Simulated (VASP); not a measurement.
# ZnS (rocksalt type) (Fm-3m) in VASP: a series of runs

Runs on ZnS (rocksalt type). Level: PBE. Tasks: relaxation of cell and atoms.

All numbers are computed with VASP 6.6.1; they aren't measurements. Logs are shortened: lines on timing, memory, paths and dates and some standing lists are left out, and cuts for length are marked.

### Step 1. The cell of the first run

The structure is cubic, space group Fm-3m (No. 225). The conventional cell has a = 4.531 Å, b = 4.531 Å, c = 4.531 Å, α = 90.00°, β = 90.00°, γ = 90.00°. Zn (site symmetry m-3m) has 6 S at 2.27 Å within 3.0 Å. Within 3.0 Å of S (site symmetry m-3m) lie 6 Zn at 2.27 Å.

### Step 2. Relaxation of cell and atoms, PBE, target pressure 68 GPa, at which the enthalpy is minimised

File INCAR:

```
  PREC = Accurate
  ENCUT = 600
  EDIFF = 1E-6
  ISMEAR = -1
  SIGMA = 0.08
  LREAL = False
  LASPH = True
  NELM = 100
  ALGO = Normal
  ISIF = 3
  LWAVE = False
  LCHARG = False
  GGA = PE
  IBRION = 2
  NSW = 60
  EDIFFG = -0.005
  PSTRESS = 680.0
```

File KPOINTS:

```
Automatic mesh
0
Gamma
  16 16 16
```

File POSCAR:

```
ZnS
1.0
    0.0000000000      2.2657283052      2.2657283052
    2.2657283052      0.0000000000      2.2657283052
    2.2657283052      2.2657283052      0.0000000000
Zn S
1 1
Direct
    0.0000000000      0.0000000000      0.0000000000
    0.5000000000      0.5000000000      0.5000000000
```

Potentials or basis: VASP PAW PBE potentials, release 64 (Zn, S).

On the command line:

```bash
$ cat potpaw_PBE.64/Zn/POTCAR potpaw_PBE.64/S/POTCAR > POTCAR
$ mpirun -np 1 vasp_std > vasp.out
```

OUTCAR:

```text
PREC = Accurate
   ENCUT = 600
   EDIFF = 1E-6
   ISMEAR = -1
   LREAL = False
   LASPH = True
   NELM = 100
   ISIF = 3
   GGA = PE
   IBRION = 2
   NSW = 60
   EDIFFG = -0.005
   PSTRESS = 680.0

 ion  position               nearest neighbor table
   1  0.000  0.000  0.000-   2 2.27   2 2.27   2 2.27   2 2.27   2 2.27   2 2.27
   2  0.500  0.500  0.500-   1 2.27   1 2.27   1 2.27   1 2.27   1 2.27   1 2.27

  LATTYP: Found a face centered cubic cell.
 ALAT       =     4.5314566104

  Lattice vectors:

 A1 = (   0.0000000000,   2.2657283052,   2.2657283052)
 A2 = (   2.2657283052,   0.0000000000,   2.2657283052)
 A3 = (   2.2657283052,   2.2657283052,   0.0000000000)

Analysis of symmetry for initial positions (statically):
=====================================================================
 Subroutine PRICEL returns:
 Original cell was already a primitive cell.

 Routine SETGRP: Setting up the symmetry group for a
 face centered cubic supercell.

 Subroutine GETGRP returns: Found 48 space group operations
 (whereof 48 operations were pure point group operations)
 out of a pool of 48 trial point group operations.

The static configuration has the point symmetry O_h .

Analysis of symmetry for dynamics (positions and initial velocities):
=====================================================================
 Subroutine PRICEL returns:
 Original cell was already a primitive cell.

 Routine SETGRP: Setting up the symmetry group for a
 face centered cubic supercell.

 Subroutine GETGRP returns: Found 48 space group operations
 (whereof 48 operations were pure point group operations)
 out of a pool of 48 trial point group operations.

The dynamic configuration has the point symmetry O_h .

 Subroutine INISYM returns: Found 48 space group operations
 (whereof 48 operations are pure point group operations),
 and found     1 'primitive' translations

----------------------------------------------------------------------------------------

                                     Primitive cell

  volume of cell :      23.2623

  direct lattice vectors                    reciprocal lattice vectors
     0.000000000  2.265728305  2.265728305    -0.220679593  0.220679593  0.220679593
     2.265728305  0.000000000  2.265728305     0.220679593 -0.220679593  0.220679593
     2.265728305  2.265728305  0.000000000     0.220679593  0.220679593 -0.220679593

  length of vectors
     3.204223698  3.204223698  3.204223698     0.382228267  0.382228267  0.382228267

  position of ions in fractional coordinates (direct lattice)
     0.000000000  0.000000000  0.000000000
     0.500000000  0.500000000  0.500000000

  ion indices of the primitive-cell ions
   primitive index   ion index
                 1           1
                 2           2

----------------------------------------------------------------------------------------

 KPOINTS: Automatic mesh

Automatic generation of k-mesh.
 Grid dimensions read from file:
 generate k-points for:   16   16   16

 Generating k-lattice:

  Cartesian coordinates                     Fractional coordinates (reciprocal lattice)
    -0.013792475  0.013792475  0.013792475     0.062500000  0.000000000  0.000000000
     0.013792475 -0.013792475  0.013792475     0.000000000  0.062500000  0.000000000
     0.013792475  0.013792475 -0.013792475     0.000000000  0.000000000  0.062500000

  Length of vectors
     0.023889267  0.023889267  0.023889267

  Shift w.r.t. Gamma in fractional coordinates (k-lattice)
     0.000000000  0.000000000  0.000000000

 Subroutine IBZKPT returns following result:
 ===========================================

 Found    145 irreducible k-points:

 Following reciprocal coordinates:
            Coordinates               Weight
  0.000000  0.000000  0.000000      1.000000
  0.062500  0.000000  0.000000      8.000000
  0.125000  0.000000  0.000000      8.000000
  0.187500  0.000000  0.000000      8.000000
  0.250000  0.000000  0.000000      8.000000
  0.312500  0.000000  0.000000      8.000000
[... 16 lines left out ...]
 -0.125000  0.062500  0.000000     24.000000
 -0.062500  0.062500  0.000000     12.000000
 [... further k-points ...]
   k-points           NKPTS =    145   k-points in BZ     NKDIM =    145   number of bands    NBANDS=     13
   number of dos      NEDOS =    301   number of ions     NIONS =      2
   total plane-waves  NPLWV =  21952
   dimension x,y,z NGX =    28 NGY =   28 NGZ =   28
   dimension x,y,z NGXF=    56 NGYF=   56 NGZF=   56
   ions per type =               1   1
   NGX,Y,Z   is equivalent  to a cutoff of  14.53, 14.53, 14.53 a.u.
   NGXF,Y,Z  is equivalent  to a cutoff of  29.05, 29.05, 29.05 a.u.
 SYSTEM =  unknown system
   PREC   = accura    normal or accurate (medium, high low for compatibility)
   ISTART =      0    job   : 0-new  1-cont  2-samecut
   ICHARG =      2    charge: 1-file 2-atom 10-const
   ISPIN  =      1    spin polarized calculation?
   LNONCOLLINEAR =      F non collinear calculations
   LSORBIT =      F    spin-orbit coupling
   LASPH  =      T    aspherical Exc in radial PAW
   ENCUT  =  600.0 eV  44.10 Ry    6.64 a.u.   6.40  6.40  6.40*2*pi/ulx,y,z
   NELM   =    100;   NELMIN=  2; NELMDL= -5     # of ELM steps
   EDIFF  = 0.1E-05   stopping-criterion for ELM
   LREAL  =      F    real-space projection
   EDIFFG = -.5E-02   stopping-criterion for IOM
   NSW    =     60    number of steps for IOM
   IBRION =      2    ionic relax: 0-MD 1-quasi-New 2-CG
   NFREE  =      1    steps in history (QN), initial steepest desc. (CG)
   ISIF   =      3    stress and relaxation
   ISYM   =      2    0-nonsym 1-usesym 2-fastsym
   POTIM  = 0.5000    time-step for ionic-motion
   TEBEG  =    0.0;   TEEND  =   0.0 temperature during run
   PSTRESS=  680.0 pullay stress
   NELECT =      18.0000    total number of electrons
   NUPDOWN=      -1.0000    fix difference up-down
   EMIN   =  10.00;   EMAX   =-10.00  energy-range for DOS
   EFERMI =   0.00;   METHOD = LEGACY
   ISMEAR =    -1;   SIGMA  =   0.08  broadening in eV -4-tet -1-fermi 0-gaus
   EFERMI_NEDOS =   21; number of points for ismear=-14 and -15
   IALGO  =     38    algorithm
   IMIX   =      4    mixing-type and parameters
     AMIX     =   0.40;   BMIX     =  1.00
     AMIX_MAG =   1.60;   BMIX_MAG =  1.00
  volume/ion in A,a.u.               =      11.63        78.49
  Fermi-wavevector in a.u.,A,eV,Ry     =   1.502961  2.840185 30.734106  2.258893
  Thomas-Fermi vector in A             =   2.614134
   LORBIT       =      0    0 simple, 1 ext, 2 COOP (PROOUT), +10 PAW based schemes
   GGA     = PE    functional components
   LHFCALC =     F    Hartree Fock is set to
   AEXX    =    0.0000 exact exchange contribution
   IVDW    =     0    specifies the selected vdW correction
   LEPSILON=     F    determine dielectric tensor
   LRPA    =     F    only Hartree local field effects (RPA)
 conjugate gradient relaxation of ions
 non-spin polarized calculation
  energy-cutoff  :      600.00
  volume of cell :       23.26
 maximum number of plane-waves:       791
 NGX is ok and might be reduce to    28
   NGX = 13   NGY = 13   NGZ = 13

--------------------------------------- Ionic step        1  -------------------------------------------

 number of electron      18.0000007 magnetization

 Free energy of the ion-electron system (eV)
  ---------------------------------------------------
  ext. energy  EPLUGINS =         0.00000000
  ---------------------------------------------------
  free energy    TOTEN  =        -4.65677147 eV

  energy without entropy =       -4.65144628  energy(sigma->0) =       -4.65410888

------------------------ aborting loop because EDIFF is reached ----------------------------------------

  FORCE on cell =-STRESS in cart. coord.  units (eV):
  Direction    XX          YY          ZZ          XY          YZ          ZX
  --------------------------------------------------------------------------------------
  -------------------------------------------------------------------------------------
  Total       10.0195165     10.0195165     10.0195165      0.0000000      0.0000000     -0.0000000
  in kB      690.0870227    690.0870227    690.0870227      0.0000000      0.0000000     -0.0000000
  external PRESSURE =      10.0870227 kB  Pullay stress =     680.0000000 kB

 VOLUME and BASIS-vectors are now :
 -----------------------------------------------------------------------------
  energy-cutoff  :      600.00
  volume of cell :       23.26
      direct lattice vectors                 reciprocal lattice vectors
     0.000000000  2.265728305  2.265728305    -0.220679593  0.220679593  0.220679593
     2.265728305  0.000000000  2.265728305     0.220679593 -0.220679593  0.220679593
     2.265728305  2.265728305  0.000000000     0.220679593  0.220679593 -0.220679593
[... 46 lines left out ...]
  FREE ENERGIE OF THE ION-ELECTRON SYSTEM (eV)
  ---------------------------------------------------
  free  energy   TOTEN  =        -4.7604895832 eV

  energy  without entropy=       -4.7551976302  energy(sigma->0) =       -4.75784361

  enthalpy is  TOTEN    =         5.2175771855 eV   P V=        9.9780667687

--------------------------------------- Ionic step        3  -------------------------------------------

 number of electron      18.0000008 magnetization

 Free energy of the ion-electron system (eV)
  ---------------------------------------------------
  ext. energy  EPLUGINS =         0.00000000
  ---------------------------------------------------
  free energy    TOTEN  =        -4.68581972 eV

  energy without entropy =       -4.68050489  energy(sigma->0) =       -4.68316231

 E-fermi :   8.4222     XC(G=0): -12.6276

 val. band max:        8.3830323456   @ k =  -0.1875   0.1875   0.0000
 cond. band min:       8.5287416564   @ k =  -0.4375   0.5000   0.0625
 fundamental gap:      0.1457093108
 Fermi energy:         8.4222119970

 k-point     1 :       0.0000    0.0000    0.0000
  band No.  band energies     occupation
      1      -9.0189      2.00000
      2       0.6379      2.00000
      3       0.6379      2.00000
      4       0.6567      2.00000
      5       0.6567      2.00000
      6       0.6567      2.00000
      7       7.1468      2.00000
      8       7.1468      2.00000
      9       7.1468      2.00000
     10      13.2911      0.00000
     11      17.0251      0.00000
     12      17.0251      0.00000
     13      17.0251      0.00000

 k-point     2 :       0.0625    0.0000    0.0000
  band No.  band energies     occupation
      1      -8.9475      2.00000
      2       0.6086      2.00000
      3       0.6086      2.00000
      4       0.6379      2.00000
      5       0.6694      2.00000
      6       0.6694      2.00000
      7       6.7348      2.00000
      8       7.1826      2.00000
      9       7.1826      2.00000
     10      13.6079      0.00000
     11      16.6988      0.00000
[... 339 lines left out ...]
 k-point    24 :      -0.0625    0.0625    0.0000
  band No.  band energies     occupation
      1      -8.8294      2.00000
      2       0.5390      2.00000
      3       0.5750      2.00000
      4       0.6136      2.00000
      5       0.6813      2.00000
      6       0.7007      2.00000
      7       6.3079      2.00000
      8       6.8989      2.00000
      9       7.4004      1.99999
     10      14.0379      0.00000
     11      16.2973      0.00000
     12      17.1366      0.00000
     13      17.1805      0.00000

 [... further k-points ...]

------------------------ aborting loop because EDIFF is reached ----------------------------------------

  FORCE on cell =-STRESS in cart. coord.  units (eV):
  Direction    XX          YY          ZZ          XY          YZ          ZX
  --------------------------------------------------------------------------------------
  -------------------------------------------------------------------------------------
  Total        9.8934231      9.8934231      9.8934231      0.0000000      0.0000000     -0.0000000
  in kB      679.4172698    679.4172698    679.4172698      0.0000000      0.0000000     -0.0000000
  external PRESSURE =      -0.5827302 kB  Pullay stress =     680.0000000 kB

 VOLUME and BASIS-vectors are now :
 -----------------------------------------------------------------------------
  energy-cutoff  :      600.00
  volume of cell :       23.33
      direct lattice vectors                 reciprocal lattice vectors
     0.000000000  2.267932870  2.267932870    -0.220465079  0.220465079  0.220465079
     2.267932870  0.000000000  2.267932870     0.220465079 -0.220465079  0.220465079
     2.267932870  2.267932870  0.000000000     0.220465079  0.220465079 -0.220465079

 POSITION                                       TOTAL-FORCE (eV/Angst)
 -----------------------------------------------------------------------------------
      0.00000      0.00000      0.00000        -0.000000     -0.000000     -0.000000
      2.26793      2.26793      2.26793         0.000000      0.000000      0.000000
 -----------------------------------------------------------------------------------
    total drift:                               -0.000000      0.000000      0.000000

  FREE ENERGIE OF THE ION-ELECTRON SYSTEM (eV)
  ---------------------------------------------------
  free  energy   TOTEN  =        -4.6858197246 eV

  energy  without entropy=       -4.6805048859  energy(sigma->0) =       -4.68316231

  enthalpy is  TOTEN    =         5.2160888538 eV   P V=        9.9019085783

 reached required accuracy - stopping structural energy minimisation
```

Wall time 71 s (1 thread of AMD EPYC 9R45 (Zen 5), shared host); peak memory 0.17 GiB.

What came out:

```
Free energy                                                : -4.6858 eV
Relaxed volume                                             : 11.67 Å³/atom
Relaxed cell                                               : a = 3.207 Å, b = 3.207 Å, c = 3.207 Å, α = 60.00°, β = 60.00°, γ = 60.00°
Space group after relaxing (to 0.1 Å)                      : Fm-3m (No. 225)
Energy change on relaxing (the run minimises the enthalpy) : -14.5 meV/atom
Ionic steps                                                : 3
Pressure after relaxing                                    : 67.9 GPa
Band gap on the k mesh                                     : zero (bands 9 and 10 overlap by 0.49 eV)
```

The path:
```tsv
step	energy change (eV)	largest force (eV/Å)	pressure (GPa)	volume (Å³)
1	0.0000	0.0000	69.01	23.26
2	-0.1037	0.0000	65.32	23.51
3	-0.0290	0.0000	67.94	23.33
```

Final structure:
```
CELL_PARAMETERS angstrom
0.00000 2.26793 2.26793
2.26793 0.00000 2.26793
2.26793 2.26793 0.00000
ATOMIC_POSITIONS crystal
Zn 0.00000 0.00000 0.00000
S 0.50000 0.50000 0.50000
```

Caveat: the cell is relaxed towards a set pressure, so the run minimises the enthalpy, not the energy; semilocal functionals underestimate gaps, and a narrow one can read as zero.

### Step 3. Relaxation of cell and atoms, PBE, target pressure 68 GPa, at which the enthalpy is minimised

File INCAR:

```
SYSTEM = ZnS
ALGO = Normal ; EDIFF = 1E-6
EDIFFG = -0.005 ; ENCUT = 600
GGA = PE ; IBRION = 2
ISIF = 3 ; ISMEAR = -1
LASPH = .True. ; LCHARG = .False.
LREAL = .False. ; LWAVE = .False.
NELM = 60 ; NSW = 32
PREC = Accurate ; PSTRESS = 680.0
SIGMA = 0.08
```

File KPOINTS:

```
k-points
0
Gamma
  16 16 16
  0 0 0
```

File POSCAR:

```
ZnS
1.0
    0.0000000000      2.2661792291      2.2661792291
    2.2661792291      0.0000000000      2.2661792291
    2.2661792291      2.2661792291      0.0000000000
Zn S
1 1
Direct
    0.0000000000      0.0000000000      0.0000000000
    0.5000000000      0.5000000000      0.5000000000
```

Potentials or basis: VASP PAW PBE potentials, release 64 (Zn, S).

On the command line:

```bash
$ cat potpaw_PBE.64/Zn/POTCAR potpaw_PBE.64/S/POTCAR > POTCAR
$ mpirun -np 1 vasp_std > vasp.out
```

Wall time 65 s (1 thread of AMD EPYC 9R45 (Zen 5), shared host); peak memory 0.17 GiB.

It converged, with:

```yaml
Free_energy: -4.6856 eV
Relaxed_volume: 11.66 Å³/atom
Relaxed_cell: a = 3.207 Å, b = 3.207 Å, c = 3.207 Å, α = 60.00°, β = 60.00°, γ = 60.00°
Space_group_after_relaxing_to_0.1_Å: Fm-3m (No. 225)
Energy_change_on_relaxing_the_run_minimises_the_enthalpy: -11.4 meV/atom
Ionic_steps: 3
Pressure_after_relaxing: 68.0 GPa
Band_gap_on_the_k_mesh: zero (bands 9 and 10 overlap by 0.49 eV)
```

The path:
```tsv
step	energy change (eV)	largest force (eV/Å)	pressure (GPa)	volume (Å³)
1	0.0000	0.0000	68.80	23.28
2	-0.0828	0.0000	65.87	23.47
3	-0.0229	0.0000	67.97	23.33
```

Final structure:
```
CELL_PARAMETERS angstrom
0.00000 2.26792 2.26792
2.26792 0.00000 2.26792
2.26792 2.26792 0.00000
ATOMIC_POSITIONS crystal
Zn 0.00000 0.00000 0.00000
S 0.50000 0.50000 0.50000
```

Levels at points of the mesh, in eV from the Fermi level:
| k point | band 7 | band 8 | band 9 | band 10 | band 11 | band 12 |
| --- | --- | --- | --- | --- | --- | --- |
| (0.00, 0.00, 0.00) | -1.28 | -1.28 | -1.28 | 4.87 | 8.60 | 8.60 |
| (0.50, 0.00, 0.00) | -6.61 | -0.13 | -0.13 | 3.56 | 4.82 | 4.82 |
| (0.50, 0.50, 0.00) | -6.26 | -4.35 | -4.35 | -0.53 | 4.19 | 15.28 |

Caveat: the cell is relaxed towards a set pressure, so the run minimises the enthalpy, not the energy; semilocal functionals underestimate gaps, and a narrow one can read as zero.

The gap in the log of VASP goes by the Fermi energy; the results here count the filled bands.